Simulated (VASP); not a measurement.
# Bi (P6_3/mmc) in VASP: a series of runs, part 2 of 2

VASP 6.6.1. The steps go on from the part before.

## 4. Single point, PBE (volume scaled by 1.12)

The input, INCAR:

```
SYSTEM = Bi
  ALGO = Normal
  EDIFF = 1E-6
  ENCUT = 520
  GGA = PE
  ISIF = 2
  ISMEAR = -1
  LASPH = .TRUE.
  LCHARG = .FALSE.
  LREAL = .FALSE.
  LWAVE = .FALSE.
  NBANDS = 38
  NELM = 80
  PREC = Accurate
  SIGMA = 0.1
```

The input, KPOINTS:

```
k-points
0
G
  12 12 3
  0 0 0
```

The input, POSCAR:

```
Bi
1.0
    3.6608964542      0.0000000000      0.0000000000
   -1.8304482271      3.1704293300      0.0000000000
    0.0000000000      0.0000000000     12.2430529770
Bi
4
Direct
    1.0000000000      0.0000000000      0.0000000000
    0.0000000000      0.0000000000      0.5000000000
    0.3333333333      0.6666666667      0.2500000000
    0.6666666667      0.3333333333      0.7500000000
```

Potentials or basis: VASP PAW PBE potentials, release 64 (Bi_d).

Started as:

```console
$ cat potpaw_PBE.64/Bi_d/POTCAR > POTCAR
$ mpirun -np 1 vasp_std > vasp.out
```

OUTCAR:

```text
SYSTEM = Bi
   EDIFF = 1E-6
   ENCUT = 520
   GGA = PE
   ISIF = 2
   ISMEAR = -1
   LASPH = .TRUE.
   LREAL = .FALSE.
   NELM = 80
   PREC = Accurate

 ion  position               nearest neighbor table
   1  0.000  0.000  0.000-   3 3.72   4 3.72   4 3.72   3 3.72   4 3.72   3 3.72
   2  0.000  0.000  0.500-   3 3.72   4 3.72   4 3.72   3 3.72   4 3.72   3 3.72
   3  0.333  0.667  0.250-   1 3.72   2 3.72   1 3.72   2 3.72   1 3.72   2 3.72
   4  0.667  0.333  0.750-   1 3.72   2 3.72   1 3.72   2 3.72   1 3.72   2 3.72

  LATTYP: Found a hexagonal cell.
 ALAT       =     3.6608964542
 C/A-ratio  =     3.3442773185

  Lattice vectors:

 A1 = (   3.6608964542,   0.0000000000,   0.0000000000)
 A2 = (  -1.8304482271,   3.1704293300,   0.0000000000)
 A3 = (   0.0000000000,   0.0000000000,  12.2430529770)

Analysis of symmetry for initial positions (statically):
=====================================================================
 Subroutine PRICEL returns:
 Original cell was already a primitive cell.

 Routine SETGRP: Setting up the symmetry group for a
 hexagonal supercell.

 Subroutine GETGRP returns: Found 24 space group operations
 (whereof 12 operations were pure point group operations)
 out of a pool of 24 trial point group operations.

The static configuration has the point symmetry D_3d.
 The point group associated with its full space group is D_6h.

Analysis of symmetry for dynamics (positions and initial velocities):
=====================================================================
 Subroutine PRICEL returns:
 Original cell was already a primitive cell.

 Routine SETGRP: Setting up the symmetry group for a
 hexagonal supercell.

 Subroutine GETGRP returns: Found 24 space group operations
 (whereof 12 operations were pure point group operations)
 out of a pool of 24 trial point group operations.

The dynamic configuration has the point symmetry D_3d.
 The point group associated with its full space group is D_6h.

 Subroutine INISYM returns: Found 24 space group operations
[... 110 lines left out ...]
   TEBEG  =    0.0;   TEEND  =   0.0 temperature during run
   PSTRESS=    0.0 pullay stress
   NELECT =      60.0000    total number of electrons
   NUPDOWN=      -1.0000    fix difference up-down
   EMIN   =  10.00;   EMAX   =-10.00  energy-range for DOS
   EFERMI =   0.00;   METHOD = LEGACY
   ISMEAR =    -1;   SIGMA  =   0.10  broadening in eV -4-tet -1-fermi 0-gaus
   EFERMI_NEDOS =   21; number of points for ismear=-14 and -15
   IALGO  =     38    algorithm
   IMIX   =      4    mixing-type and parameters
     AMIX     =   0.40;   BMIX     =  1.00
     AMIX_MAG =   1.60;   BMIX_MAG =  1.00
  volume/ion in A,a.u.               =      35.53       239.74
  Fermi-wavevector in a.u.,A,eV,Ry     =   1.228175  2.320914 20.523208  1.508413
  Thomas-Fermi vector in A             =   2.363110
   LORBIT       =      0    0 simple, 1 ext, 2 COOP (PROOUT), +10 PAW based schemes
   GGA     = PE    functional components
[... 5 lines left out ...]
 non-spin polarized calculation
  energy-cutoff  :      520.00
  volume of cell :      142.10
 maximum number of plane-waves:      3855
 NGX is ok and might be reduce to    28
   NGX = 13   NGY = 13   NGZ = 45

 number of electron      60.0000009 magnetization

 Free energy of the ion-electron system (eV)
  ---------------------------------------------------
  ext. energy  EPLUGINS =         0.00000000
  ---------------------------------------------------
  free energy    TOTEN  =       -14.73677721 eV

  energy without entropy =      -14.64083404  energy(sigma->0) =      -14.68880562

 E-fermi :   6.4461     XC(G=0):  -9.6784

 val. band max:        6.4136944326   @ k =   0.2500   0.1667   0.0000
 cond. band min:       6.4566632825   @ k =   0.2500   0.1667   0.3333
 fundamental gap:      0.0429688499
 Fermi energy:         6.4461082317

 k-point     1 :       0.0000    0.0000    0.0000
  band No.  band energies     occupation
      1     -16.5936      2.00000
      2     -16.5932      2.00000
      3     -16.5932      2.00000
      4     -16.5900      2.00000
      5     -16.5896      2.00000
      6     -16.5896      2.00000
[... 973 lines left out ...]
     37      11.6988      0.00000
     38      11.7502      0.00000

 [... further k-points ...]
[... 5 lines left out ...]
  --------------------------------------------------------------------------------------
  -------------------------------------------------------------------------------------
  Total       -4.2628106     -4.2628106     -3.8055406      0.0000000      0.0000000      0.0000000
  in kB      -48.0630547    -48.0630547    -42.9073493      0.0000000      0.0000000      0.0000000
  external PRESSURE =     -46.3444863 kB  Pullay stress =       0.0000000 kB

 VOLUME and BASIS-vectors are now :
 -----------------------------------------------------------------------------
  energy-cutoff  :      520.00
  volume of cell :      142.10
      direct lattice vectors                 reciprocal lattice vectors
     3.660896454  0.000000000  0.000000000     0.273157139  0.157707347  0.000000000
    -1.830448227  3.170429330  0.000000000     0.000000000  0.315414695  0.000000000
     0.000000000  0.000000000 12.243052977     0.000000000  0.000000000  0.081678974

 POSITION                                       TOTAL-FORCE (eV/Angst)
 -----------------------------------------------------------------------------------
      0.00000      0.00000      0.00000         0.000000      0.000000      0.000000
      0.00000      0.00000      6.12153         0.000000      0.000000      0.000000
     -0.00000      2.11362      3.06076         0.000000     -0.000000     -0.000000
      1.83045      1.05681      9.18229        -0.000000      0.000000      0.000000
 -----------------------------------------------------------------------------------
    total drift:                                0.000000     -0.000000      0.000000

  FREE ENERGIE OF THE ION-ELECTRON SYSTEM (eV)
  ---------------------------------------------------
  free  energy   TOTEN  =       -14.7367772055 eV

  energy  without entropy=      -14.6408340403  energy(sigma->0) =      -14.68880562
```

OSZICAR:

```text
N       E                     dE             d eps       ncg     rms          rms(c)
DAV:   1     0.699681411344E+03    0.69968E+03   -0.31041E+04  2888   0.189E+03
DAV:   2     0.602782327785E+02   -0.63940E+03   -0.62831E+03  2888   0.530E+02
DAV:   3    -0.113140136839E+02   -0.71592E+02   -0.69552E+02  3384   0.194E+02
DAV:   4    -0.145693151964E+02   -0.32553E+01   -0.32450E+01  3228   0.434E+01
DAV:   5    -0.147479994742E+02   -0.17868E+00   -0.17867E+00  4224   0.930E+00    0.965E-01
DAV:   6    -0.147357076158E+02    0.12292E-01   -0.69379E-02  3600   0.215E+00    0.611E-01
DAV:   7    -0.147364755334E+02   -0.76792E-03   -0.38496E-02  3464   0.156E+00    0.174E-01
DAV:   8    -0.147367486139E+02   -0.27308E-03   -0.33206E-03  3370   0.596E-01    0.258E-02
DAV:   9    -0.147367695799E+02   -0.20966E-04   -0.13294E-04  4446   0.124E-01    0.162E-02
DAV:  10    -0.147367763154E+02   -0.67355E-05   -0.16192E-05  3238   0.286E-02    0.395E-03
DAV:  11    -0.147367772055E+02   -0.89012E-06   -0.23599E-06  2048   0.213E-02
   1 F= -.14736777E+02 E0= -.14688806E+02  d E =-.959432E-01
```

Wall time 69 s (1 thread of Intel Xeon 6975P-C (Granite Rapids), shared host); peak memory 0.33 GiB.

What came out:

```
Free energy            : -14.7368 eV
Pressure               : -4.6 GPa
Band gap on the k mesh : zero (band 30 reaches 10.00 eV, above the bottom of band 31 at 4.77 eV)
```

Levels at points of the mesh, in eV from the Fermi level:
| k point | band 27 | band 28 | band 29 | band 30 | band 31 | band 32 | band 33 | band 34 |
| --- | --- | --- | --- | --- | --- | --- | --- | --- |
| (0.00, 0.00, 0.00) | -1.25 | 3.02 | 3.02 | 3.56 | 3.56 | 3.57 | 3.57 | 3.87 |
| (0.50, 0.00, 0.00) | -3.43 | -3.06 | -1.22 | -0.62 | 0.49 | 1.20 | 1.42 | 1.43 |

Caveat: the cell differs from its parent crystal (volume scaled by 1.12); spin-orbit coupling is left out, which moves the levels of the heavy elements.

## 5. Single point, PBE

This run uses another cell than the first one, of 31.72 Å³/atom, 0.962 times its volume.

The input, INCAR:

```
SYSTEM = Bi
ALGO = Normal ; EDIFF = 1E-7
ENCUT = 520 ; GGA = PE
ISIF = 2 ; ISMEAR = -1
LASPH = .True. ; LCHARG = .True.
LELF = .True. ; LREAL = .False.
LVHAR = .True. ; LWAVE = .False.
NBANDS = 38 ; NELM = 80
PREC = Accurate ; SIGMA = 0.1
```

The input, KPOINTS:

```
k-points
0
Gamma
  14 14 4
  0 0 0
```

The input, POSCAR:

```
Bi
1.0
    3.5251811388      0.0000000000      0.0000000000
   -1.7625905694      3.0528964191      0.0000000000
    0.0000000000      0.0000000000     11.7891833259
Bi
4
Direct
    1.0000000000      0.0000000000      0.0000000000
    0.0000000000      0.0000000000      0.5000000000
    0.3333333333      0.6666666667      0.2500000000
    0.6666666667      0.3333333333      0.7500000000
```

Started as:

```console
$ cat potpaw_PBE.64/Bi_d/POTCAR > POTCAR
$ mpirun -np 1 vasp_std > vasp.out
```

Wall time 2.1 min (1 thread of Intel Xeon 6975P-C (Granite Rapids), shared host); peak memory 0.4 GiB.

The run converged. Its results:

* Free energy: -14.9657 eV
* Pressure: -0.1 GPa
* Band gap on the k mesh: zero (band 30 reaches 11.92 eV, above the bottom of band 31 at 5.86 eV)

Levels at points of the mesh, in eV from the Fermi level:
| k point | band 27 | band 28 | band 29 | band 30 | band 31 | band 32 | band 33 | band 34 |
| --- | --- | --- | --- | --- | --- | --- | --- | --- |
| (0.00, 0.00, 0.00) | -1.28 | 3.52 | 3.52 | 4.17 | 4.17 | 4.18 | 4.18 | 4.55 |
| (0.50, 0.00, 0.00) | -3.83 | -3.41 | -1.44 | -0.73 | 0.54 | 1.41 | 1.62 | 1.64 |
| (0.00, 0.00, 0.50) | 2.09 | 2.09 | 3.70 | 3.70 | 3.70 | 3.70 | 4.71 | 4.71 |
| (0.50, 0.00, 0.50) | -4.03 | -4.03 | -0.42 | -0.42 | 0.83 | 0.83 | 1.06 | 1.06 |

Caveat: spin-orbit coupling is left out, which moves the levels of the heavy elements.

## 6. Summary

```tsv
cell	k mesh	gap on the mesh (eV)	pressure (GPa)
a = 3.572, b = 3.572, c = 11.944 Å, angles 90.0, 90.0, 120.0°, 4 atoms	12 × 12 × 3	none	-2.0
a = 3.617, b = 3.617, c = 12.096 Å, angles 90.0, 90.0, 120.0°, 4 atoms	12 × 12 × 3	none	-3.5
a = 3.661, b = 3.661, c = 12.243 Å, angles 90.0, 90.0, 120.0°, 4 atoms	12 × 12 × 3	none	-4.6
a = 3.525, b = 3.525, c = 11.789 Å, angles 90.0, 90.0, 120.0°, 4 atoms	14 × 14 × 4	none	-0.1
```

Alike in all rows: task single point; level PBE; potentials or basis VASP PAW PBE potentials, release 64 (Bi_d); no spin polarisation; cutoff (eV) 520; smearing fermi-dirac 0.1 eV.

Caveats: spin-orbit coupling is left out, which moves the levels of the heavy elements.

Absolute energies hang on the potentials; compare differences alone.
